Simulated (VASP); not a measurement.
# NaCl (Fm-3m) in VASP: a series of runs

The runs below take NaCl through single point, with PBEsol.

All numbers are computed with VASP 6.6.1; they aren't measurements. Logs are shortened: lines on timing, memory, paths and dates and some standing lists are left out, and cuts for length are marked.

## (1) The cell of the first run

Symmetry: Fm-3m, No. 225, cubic system. The conventional cell has a = 5.564 Å, b = 5.564 Å, c = 5.564 Å, α = 90.00°, β = 90.00°, γ = 90.00°. Na (site symmetry m-3m) has 6 Cl at 2.78 Å within 3.7 Å. Within 3.7 Å of Cl (site symmetry m-3m) lie 6 Na at 2.78 Å.

## (2) Single point, PBEsol (volume scaled by 0.98)

INCAR reads:

```
PREC = Accurate ; ENCUT = 520
EDIFF = 1E-7 ; ISMEAR = 0
SIGMA = 0.01 ; LREAL = False
LASPH = True ; NELM = 60
ALGO = Normal ; ISIF = 2
LWAVE = False ; LCHARG = True
GGA = PS ; LELF = True
LVHAR = True ; NBANDS = 14
```

KPOINTS reads:

```
regular mesh
0
Gamma
  8 8 8
```

POSCAR reads:

```
NaCl
1.0
    0.0000000000      2.7821533052      2.7821533052
    2.7821533052      0.0000000000      2.7821533052
    2.7821533052      2.7821533052      0.0000000000
Na Cl
1 1
Direct
    0.0000000000      0.0000000000      0.0000000000
    0.5000000000      0.5000000000      0.5000000000
```

Potentials or basis: VASP PAW PBE potentials, release 64 (Na_pv, Cl).

Started as:

```console
cat potpaw_PBE.64/Na_pv/POTCAR potpaw_PBE.64/Cl/POTCAR > POTCAR
mpirun -np 1 vasp_std > vasp.out
```

OUTCAR:

```text
PREC = Accurate
   ENCUT = 520
   EDIFF = 1E-7
   ISMEAR = 0
   LREAL = False
   LASPH = True
   NELM = 60
   ISIF = 2
   GGA = PS

 ion  position               nearest neighbor table
   1  0.000  0.000  0.000-
   2  0.500  0.500  0.500-

  LATTYP: Found a face centered cubic cell.
 ALAT       =     5.5643066104

  Lattice vectors:

 A1 = (   0.0000000000,   2.7821533052,   2.7821533052)
 A2 = (   2.7821533052,   0.0000000000,   2.7821533052)
 A3 = (   2.7821533052,   2.7821533052,   0.0000000000)

Analysis of symmetry for initial positions (statically):
=====================================================================
 Subroutine PRICEL returns:
 Original cell was already a primitive cell.

 Routine SETGRP: Setting up the symmetry group for a
 face centered cubic supercell.

 Subroutine GETGRP returns: Found 48 space group operations
 (whereof 48 operations were pure point group operations)
 out of a pool of 48 trial point group operations.

The static configuration has the point symmetry O_h .

Analysis of symmetry for dynamics (positions and initial velocities):
=====================================================================
 Subroutine PRICEL returns:
 Original cell was already a primitive cell.

 Routine SETGRP: Setting up the symmetry group for a
 face centered cubic supercell.

 Subroutine GETGRP returns: Found 48 space group operations
 (whereof 48 operations were pure point group operations)
 out of a pool of 48 trial point group operations.

The dynamic configuration has the point symmetry O_h .

 Subroutine INISYM returns: Found 48 space group operations
 (whereof 48 operations are pure point group operations),
 and found     1 'primitive' translations

----------------------------------------------------------------------------------------

                                     Primitive cell

  volume of cell :      43.0698

  direct lattice vectors                    reciprocal lattice vectors
     0.000000000  2.782153305  2.782153305    -0.179716912  0.179716912  0.179716912
     2.782153305  0.000000000  2.782153305     0.179716912 -0.179716912  0.179716912
     2.782153305  2.782153305  0.000000000     0.179716912  0.179716912 -0.179716912

  length of vectors
     3.934558937  3.934558937  3.934558937     0.311278822  0.311278822  0.311278822

  position of ions in fractional coordinates (direct lattice)
     0.000000000  0.000000000  0.000000000
     0.500000000  0.500000000  0.500000000

  ion indices of the primitive-cell ions
   primitive index   ion index
                 1           1
                 2           2

----------------------------------------------------------------------------------------

 KPOINTS: regular mesh

Automatic generation of k-mesh.
 Grid dimensions read from file:
 generate k-points for:    8    8    8

 Generating k-lattice:

  Cartesian coordinates                     Fractional coordinates (reciprocal lattice)
    -0.022464614  0.022464614  0.022464614     0.125000000  0.000000000  0.000000000
     0.022464614 -0.022464614  0.022464614     0.000000000  0.125000000  0.000000000
     0.022464614  0.022464614 -0.022464614     0.000000000  0.000000000  0.125000000

  Length of vectors
     0.038909853  0.038909853  0.038909853

  Shift w.r.t. Gamma in fractional coordinates (k-lattice)
     0.000000000  0.000000000  0.000000000

 Subroutine IBZKPT returns following result:
 ===========================================

 Found     29 irreducible k-points:

 Following reciprocal coordinates:
            Coordinates               Weight
  0.000000  0.000000  0.000000      1.000000
  0.125000  0.000000  0.000000      8.000000
  0.250000  0.000000  0.000000      8.000000
  0.375000  0.000000  0.000000      8.000000
  0.500000  0.000000  0.000000      4.000000
  0.125000  0.125000  0.000000      6.000000
[... 16 lines left out ...]
  0.500000  0.250000  0.125000     48.000000
 -0.375000  0.250000  0.125000     24.000000
 [... further k-points ...]
   k-points           NKPTS =     29   k-points in BZ     NKDIM =     29   number of bands    NBANDS=     14
   number of dos      NEDOS =    301   number of ions     NIONS =      2
   total plane-waves  NPLWV =  27000
   dimension x,y,z NGX =    30 NGY =   30 NGZ =   30
   dimension x,y,z NGXF=    60 NGYF=   60 NGZF=   60
   ions per type =               1   1
   NGX,Y,Z   is equivalent  to a cutoff of  12.68, 12.68, 12.68 a.u.
   NGXF,Y,Z  is equivalent  to a cutoff of  25.35, 25.35, 25.35 a.u.
 SYSTEM =  unknown system
   PREC   = accura    normal or accurate (medium, high low for compatibility)
   ISTART =      0    job   : 0-new  1-cont  2-samecut
   ICHARG =      2    charge: 1-file 2-atom 10-const
   ISPIN  =      1    spin polarized calculation?
   LNONCOLLINEAR =      F non collinear calculations
   LSORBIT =      F    spin-orbit coupling
   LASPH  =      T    aspherical Exc in radial PAW
   ENCUT  =  520.0 eV  38.22 Ry    6.18 a.u.   7.32  7.32  7.32*2*pi/ulx,y,z
   NELM   =     60;   NELMIN=  2; NELMDL= -5     # of ELM steps
   EDIFF  = 0.1E-06   stopping-criterion for ELM
   LREAL  =      F    real-space projection
   EDIFFG = 0.1E-05   stopping-criterion for IOM
   NSW    =      0    number of steps for IOM
   IBRION =     -1    ionic relax: 0-MD 1-quasi-New 2-CG
   NFREE  =      0    steps in history (QN), initial steepest desc. (CG)
   ISIF   =      2    stress and relaxation
   ISYM   =      2    0-nonsym 1-usesym 2-fastsym
   POTIM  = 0.5000    time-step for ionic-motion
   TEBEG  =    0.0;   TEEND  =   0.0 temperature during run
   PSTRESS=    0.0 pullay stress
   NELECT =      14.0000    total number of electrons
   NUPDOWN=      -1.0000    fix difference up-down
   EMIN   =  10.00;   EMAX   =-10.00  energy-range for DOS
   EFERMI =   0.00;   METHOD = LEGACY
   ISMEAR =     0;   SIGMA  =   0.01  broadening in eV -4-tet -1-fermi 0-gaus
   EFERMI_NEDOS =   21; number of points for ismear=-14 and -15
   IALGO  =     38    algorithm
   IMIX   =      4    mixing-type and parameters
     AMIX     =   0.40;   BMIX     =  1.00
     AMIX_MAG =   1.60;   BMIX_MAG =  1.00
  volume/ion in A,a.u.               =      21.53       145.32
  Fermi-wavevector in a.u.,A,eV,Ry     =   1.125623  2.127120 17.238964  1.267028
  Thomas-Fermi vector in A             =   2.262301
   LORBIT       =      0    0 simple, 1 ext, 2 COOP (PROOUT), +10 PAW based schemes
   GGA     = PS    functional components
   LHFCALC =     F    Hartree Fock is set to
   AEXX    =    0.0000 exact exchange contribution
   IVDW    =     0    specifies the selected vdW correction
   LEPSILON=     F    determine dielectric tensor
   LRPA    =     F    only Hartree local field effects (RPA)
 non-spin polarized calculation
 Gauss-broadening in eV      SIGMA  =   0.01
  energy-cutoff  :      520.00
  volume of cell :       43.07
 maximum number of plane-waves:      1211
 NGX is ok and might be reduce to    30
   NGX = 15   NGY = 15   NGZ = 15

 number of electron      14.0000010 magnetization

 Free energy of the ion-electron system (eV)
  ---------------------------------------------------
  ext. energy  EPLUGINS =         0.00000000
  ---------------------------------------------------
  free energy    TOTEN  =        -6.99642065 eV

  energy without entropy =       -6.99642065  energy(sigma->0) =       -6.99642065

 E-fermi :  -0.4640     XC(G=0):  -8.5134

 val. band max:       -0.5451446366   @ k =   0.0000   0.0000   0.0000
 cond. band min:       4.5389499660   @ k =   0.0000   0.0000   0.0000
 fundamental gap:      5.0840946026
 Fermi energy:        -0.4640377044

 k-point     1 :       0.0000    0.0000    0.0000
  band No.  band energies     occupation
      1     -21.1231      2.00000
      2     -21.1231      2.00000
      3     -21.1231      2.00000
      4     -13.2858      2.00000
      5      -0.5451      2.00000
      6      -0.5451      2.00000
      7      -0.5451      2.00000
      8       4.5389      0.00000
      9      10.4895      0.00000
     10      10.4895      0.00000
     11      10.4895      0.00000
     12      12.7645      0.00000
     13      12.7645      0.00000
     14      14.2034      0.00000

 k-point     2 :       0.1250    0.0000    0.0000
  band No.  band energies     occupation
      1     -21.1286      2.00000
      2     -21.1234      2.00000
      3     -21.1234      2.00000
      4     -13.2316      2.00000
      5      -0.9511      2.00000
      6      -0.5905      2.00000
      7      -0.5905      2.00000
      8       5.0602      0.00000
      9       9.9267      0.00000
     10      10.6941      0.00000
     11      10.6941      0.00000
     12      12.5068      0.00000
     13      12.5068      0.00000
     14      15.2068      0.00000

 k-point     3 :       0.2500    0.0000    0.0000
  band No.  band energies     occupation
      1     -21.1418      2.00000
      2     -21.1244      2.00000
      3     -21.1244      2.00000
      4     -13.0967      2.00000
      5      -1.7452      2.00000
      6      -0.6964      2.00000
      7      -0.6964      2.00000
      8       6.0378      0.00000
      9       9.4069      0.00000
     10      10.8185      0.00000
     11      10.8185      0.00000
     12      12.7231      0.00000
     13      12.7231      0.00000
     14      15.2370      0.00000
[... 324 lines left out ...]
 k-point    23 :       0.5000    0.2500    0.1250
  band No.  band energies     occupation
      1     -21.1500      2.00000
      2     -21.1325      2.00000
      3     -21.1274      2.00000
      4     -12.9042      2.00000
      5      -2.2224      2.00000
      6      -1.3003      2.00000
      7      -0.9411      2.00000
      8       7.6045      0.00000
      9       9.0212      0.00000
     10       9.3818      0.00000
     11      11.4163      0.00000
     12      13.2438      0.00000
     13      15.6855      0.00000
     14      16.1704      0.00000

 k-point    24 :      -0.3750    0.2500    0.1250
  band No.  band energies     occupation
      1     -21.1528      2.00000
      2     -21.1331      2.00000
      3     -21.1284      2.00000
      4     -12.8597      2.00000
      5      -2.3497      2.00000
      6      -1.3863      2.00000
      7      -0.9990      2.00000
      8       7.7016      0.00000
      9       9.0734      0.00000
     10       9.7217      0.00000
     11      11.2254      0.00000
     12      13.8861      0.00000
     13      15.2313      0.00000
     14      16.2963      0.00000

 [... further k-points ...]

------------------------ aborting loop because EDIFF is reached ----------------------------------------

  FORCE on cell =-STRESS in cart. coord.  units (eV):
  Direction    XX          YY          ZZ          XY          YZ          ZX
  --------------------------------------------------------------------------------------
  -------------------------------------------------------------------------------------
  Total        0.1543397      0.1543397      0.1543397      0.0000000     -0.0000000     -0.0000000
  in kB        5.7413632      5.7413632      5.7413632      0.0000000     -0.0000000     -0.0000000
  external PRESSURE =       5.7413632 kB  Pullay stress =       0.0000000 kB

 VOLUME and BASIS-vectors are now :
 -----------------------------------------------------------------------------
  energy-cutoff  :      520.00
  volume of cell :       43.07
      direct lattice vectors                 reciprocal lattice vectors
     0.000000000  2.782153305  2.782153305    -0.179716912  0.179716912  0.179716912
     2.782153305  0.000000000  2.782153305     0.179716912 -0.179716912  0.179716912
     2.782153305  2.782153305  0.000000000     0.179716912  0.179716912 -0.179716912

 POSITION                                       TOTAL-FORCE (eV/Angst)
 -----------------------------------------------------------------------------------
      0.00000      0.00000      0.00000        -0.000000     -0.000000      0.000000
      2.78215      2.78215      2.78215         0.000000      0.000000     -0.000000
 -----------------------------------------------------------------------------------
    total drift:                               -0.000000      0.000000      0.000000

  FREE ENERGIE OF THE ION-ELECTRON SYSTEM (eV)
  ---------------------------------------------------
  free  energy   TOTEN  =        -6.9964206459 eV

  energy  without entropy=       -6.9964206459  energy(sigma->0) =       -6.99642065
```

Wall time 18 s (1 thread of Intel Xeon Platinum 8259CL at 2.50GHz (Skylake/Cascade Lake), shared host); peak memory 0.16 GiB.

Results:

```yaml
Free_energy: -6.9964 eV
Pressure: 0.6 GPa
Band_gap_on_the_k_mesh: 5.08 eV, direct
```

Caveat: the PAW data sets were made with another functional, which shifts forces and pressure a little.

## (3) Single point, PBEsol (volume scaled by 1.02)

INCAR reads:

```
PREC = Accurate ; ENCUT = 520
EDIFF = 1E-7 ; ISMEAR = 0
SIGMA = 0.01 ; LREAL = F
LASPH = T ; NELM = 80
ALGO = Normal ; ISIF = 2
LWAVE = F ; LCHARG = F
GGA = PS ; NBANDS = 14
```

KPOINTS is that of step 2.

POSCAR reads:

```
NaCl
1.0
    0.0000000000      2.8195021016      2.8195021016
    2.8195021016      0.0000000000      2.8195021016
    2.8195021016      2.8195021016      0.0000000000
Na Cl
1 1
Direct
    0.0000000000      0.0000000000      0.0000000000
    0.5000000000      0.5000000000      0.5000000000
```

Potentials or basis: VASP PAW PBE potentials, release 64 (Na_pv, Cl).

Started as:

```console
cat potpaw_PBE.64/Na_pv/POTCAR potpaw_PBE.64/Cl/POTCAR > POTCAR
mpirun -np 1 vasp_std > vasp.out
```

OUTCAR:

```text
PREC = Accurate
   ENCUT = 520
   EDIFF = 1E-7
   ISMEAR = 0
   LREAL = F
   LASPH = T
   NELM = 80
   ISIF = 2
   GGA = PS

 ion  position               nearest neighbor table
   1  0.000  0.000  0.000-
   2  0.500  0.500  0.500-

  LATTYP: Found a face centered cubic cell.
 ALAT       =     5.6390042032

  Lattice vectors:

 A1 = (   0.0000000000,   2.8195021016,   2.8195021016)
 A2 = (   2.8195021016,   0.0000000000,   2.8195021016)
[... 592 lines left out ...]
 [... further k-points ...]

------------------------ aborting loop because EDIFF is reached ----------------------------------------

  FORCE on cell =-STRESS in cart. coord.  units (eV):
  Direction    XX          YY          ZZ          XY          YZ          ZX
  --------------------------------------------------------------------------------------
  -------------------------------------------------------------------------------------
  Total       -0.1322275     -0.1322275     -0.1322275     -0.0000000     -0.0000000      0.0000000
  in kB       -4.7259077     -4.7259077     -4.7259077     -0.0000000     -0.0000000      0.0000000
  external PRESSURE =      -4.7259077 kB  Pullay stress =       0.0000000 kB

 VOLUME and BASIS-vectors are now :
 -----------------------------------------------------------------------------
  energy-cutoff  :      520.00
  volume of cell :       44.83
      direct lattice vectors                 reciprocal lattice vectors
     0.000000000  2.819502102  2.819502102    -0.177336275  0.177336275  0.177336275
     2.819502102  0.000000000  2.819502102     0.177336275 -0.177336275  0.177336275
     2.819502102  2.819502102  0.000000000     0.177336275  0.177336275 -0.177336275

 POSITION                                       TOTAL-FORCE (eV/Angst)
 -----------------------------------------------------------------------------------
      0.00000      0.00000      0.00000        -0.000000      0.000000      0.000000
      2.81950      2.81950      2.81950         0.000000     -0.000000     -0.000000
 -----------------------------------------------------------------------------------
    total drift:                               -0.000000      0.000000      0.000000

  FREE ENERGIE OF THE ION-ELECTRON SYSTEM (eV)
  ---------------------------------------------------
  free  energy   TOTEN  =        -6.9972793862 eV

  energy  without entropy=       -6.9972793862  energy(sigma->0) =       -6.99727939
```

OSZICAR:

```text
N       E                     dE             d eps       ncg     rms          rms(c)
DAV:   1     0.966739455318E+02    0.96674E+02   -0.70949E+03   812   0.102E+03
DAV:   2     0.923797363343E+00   -0.95750E+02   -0.88092E+02   904   0.256E+02
DAV:   3    -0.702668319376E+01   -0.79505E+01   -0.78977E+01  1058   0.705E+01
DAV:   4    -0.715897115657E+01   -0.13229E+00   -0.13225E+00   920   0.985E+00
DAV:   5    -0.716189623448E+01   -0.29251E-02   -0.29249E-02  1076   0.146E+00    0.191E+00
DAV:   6    -0.700425965911E+01    0.15764E+00   -0.25691E-01   980   0.349E+00    0.137E+00
DAV:   7    -0.699373064861E+01    0.10529E-01   -0.61943E-02  1110   0.162E+00    0.926E-01
DAV:   8    -0.699735392904E+01   -0.36233E-02   -0.77609E-03   914   0.798E-01    0.282E-01
DAV:   9    -0.699724923036E+01    0.10470E-03   -0.19878E-04  1016   0.107E-01    0.176E-01
DAV:  10    -0.699729010739E+01   -0.40877E-04   -0.29416E-04   944   0.107E-01    0.601E-02
DAV:  11    -0.699727999180E+01    0.10116E-04   -0.19583E-05  1070   0.329E-02    0.188E-02
DAV:  12    -0.699727922035E+01    0.77145E-06   -0.32026E-06   920   0.113E-02    0.191E-03
DAV:  13    -0.699727944107E+01   -0.22072E-06   -0.10541E-07  1034   0.218E-03    0.162E-04
DAV:  14    -0.699727938617E+01    0.54896E-07   -0.43660E-09   604   0.509E-04
   1 F= -.69972794E+01 E0= -.69972794E+01  d E =-.164741E-83
```

Wall time 16 s (1 thread of Intel Xeon Platinum 8259CL at 2.50GHz (Skylake/Cascade Lake), shared host); peak memory 0.16 GiB.

What came out:

- Free energy: -6.9973 eV
- Pressure: -0.5 GPa
- Band gap on the k mesh: 4.93 eV, direct

Levels at points of the mesh, in eV from the valence-band top:
```csv
k point,band 5,band 6,band 7,band 8,band 9,band 10
"(0.00, 0.00, 0.00)",0.00,0.00,0.00,4.93,11.00,11.00
"(0.50, 0.00, 0.00)",-1.97,-0.27,-0.27,7.08,10.50,10.86
"(0.50, 0.50, 0.00)",-1.70,-0.61,-0.61,7.44,7.89,11.13
```

Caveat: the PAW data sets were made with another functional, which shifts forces and pressure a little.
